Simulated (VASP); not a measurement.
A run of VASP 6.6.1:

The input POSCAR:

```
NiH3
1.0
   -2.1212771094      2.1212771094      3.1266740670
    2.1212771094     -2.1212771094      3.1266740670
    2.1212771094      2.1212771094     -3.1266740670
Ni H
2 6
Direct
    0.5000000000      0.5000000000      0.0000000000
    0.0000000000      0.0000000000      0.0000000000
    0.3279167214      0.8279167214      0.1558334429
    0.8279167214      0.6720832786      0.5000000000
    0.7500000000      0.7500000000      0.0000000000
    0.6720832786      0.1720832786      0.8441665571
    0.1720832786      0.3279167214      0.5000000000
    0.2500000000      0.2500000000      0.0000000000
```

The input INCAR.step1:

```
  PREC = Accurate
  ENCUT = 520
  EDIFF = 1E-7
  ISMEAR = 0
  SIGMA = 0.1
  LREAL = False
  LASPH = True
  NELM = 100
  ALGO = Normal
  ISIF = 2
  LWAVE = False
  LCHARG = True
  LMAXMIX = 4
  GGA = PE
  NBANDS = 23
```

The input KPOINTS.step1:

```
Automatic mesh
0
Gamma
  12 12 12
```

INCAR.step2

```
  PREC = Accurate
  ENCUT = 520
  EDIFF = 1E-7
  ISMEAR = -5
  SIGMA = 0.1
  LREAL = False
  LASPH = True
  NELM = 100
  ALGO = Normal
  ISIF = 2
  LWAVE = False
  LCHARG = False
  LMAXMIX = 4
  GGA = PE
  LORBIT = 11
  NBANDS = 23
  NEDOS = 1001
  ICHARG = 11
```

The input KPOINTS.step2:

```
Automatic mesh
0
Gamma
  18 18 18
```

Potentials or basis: VASP PAW PBE potentials, release 64 (Ni, H).

Run with:

```sh
$ cat potpaw_PBE.64/Ni/POTCAR potpaw_PBE.64/H/POTCAR > POTCAR
$ cp INCAR.step1 INCAR
$ cp KPOINTS.step1 KPOINTS
$ mpirun -np 1 vasp_std > vasp.out
$ cp INCAR.step2 INCAR
$ cp KPOINTS.step2 KPOINTS
$ mpirun -np 1 vasp_std > vasp.out
```

Hardware: 1 thread of Intel(R) Xeon(R) Platinum 8488C (Sapphire Rapids), on a shared host.

How long does it take, and how much memory?

Run time: 4.7 min on 1 thread of Intel(R) Xeon(R) Platinum 8488C (Sapphire Rapids), on a shared host, peak memory 0.57 GiB. Counts: k points 480.
